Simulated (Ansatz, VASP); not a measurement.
## One calculation of Ta, two programs

POSCAR

```
Ta
1.0
   -1.6512800000      1.6512800000      1.6512800000
    1.6512800000     -1.6512800000      1.6512800000
    1.6512800000      1.6512800000     -1.6512800000
Ta
1
Direct
    0.0000000000      0.0000000000      0.0000000000
```

File INCAR.step1:

```
  ALGO = Normal
  EDIFF = 1E-5
  ENCUT = 520
  GGA = PE
  ISIF = 2
  ISMEAR = -1
  LASPH = T
  LREAL = F
  LWAVE = T
  NBANDS = 12
  NELM = 80
  PREC = Accurate
  SIGMA = 0.05
```

INCAR.step2

```
  AEXX = 0.5
  ALGO = Normal
  EDIFF = 1E-6
  ENCUT = 520
  ISIF = 2
  ISMEAR = -1
  ISTART = 1
  LASPH = T
  LCHARG = T
  LELF = T
  LHFCALC = T
  LMIXTAU = T
  LREAL = F
  LVHAR = T
  LWAVE = F
  METAGGA = R2SCAN
  NBANDS = 12
  NELM = 80
  PREC = Accurate
  PRECFOCK = Normal
  SIGMA = 0.05
```

The input KPOINTS:

```
k-points
0
Gamma
  6 6 6
```

Contents of input.yaml:

```yaml
crystal:
  lattice:
    - [-1.65128, 1.65128, 1.65128]
    - [1.65128, -1.65128, 1.65128]
    - [1.65128, 1.65128, -1.65128]
  atoms:
    - { symbol: Ta, position: [0.0, 0.0, 0.0] }
hamiltonian:
  xc: r2scan50
  pseudopotentials: { kind: paw }
kpoints:
  mp_grid: { grid: [6, 6, 6] }
scf:
  occupations: { method: fermi_dirac, width: 0.05 }
output:
  forces: true
  stress: true
  eigenvalues: true
```

Alike in both runs: task single point; functional r2SCAN50; k mesh 6 × 6 × 6; occupations fermi-dirac, width 0.05 eV; no spin polarisation.

|  | VASP | Ansatz |
| --- | --- | --- |
| version | VASP 6.6.1 | Ansatz 0.2.0 |
| potentials or method | VASP PAW PBE potentials, release 64 (Ta_pv) | Ansatz PAW |
| plane-wave cutoff (eV) | 520 | 500 |
| valence electrons in the cell | 11 | 13 |

|  | VASP | Ansatz | Ansatz less VASP |
| --- | --- | --- | --- |
| gap on the k mesh at the Fermi level (eV) | none | none | - |
| pressure (GPa) | -0.9 | 1.5 | +2.44 |

VASP's potentials were made for PBE, not for r2SCAN50. A gap of «none» marks a metal or a gap that the smearing closes. VASP's potentials hold 11 valence electrons a cell and Ansatz's 13, so a difference there can come from the potentials and not from the codes.

The k mesh is coarse, so the values compare programs but aren't converged. Neither program's run includes spin-orbit coupling.
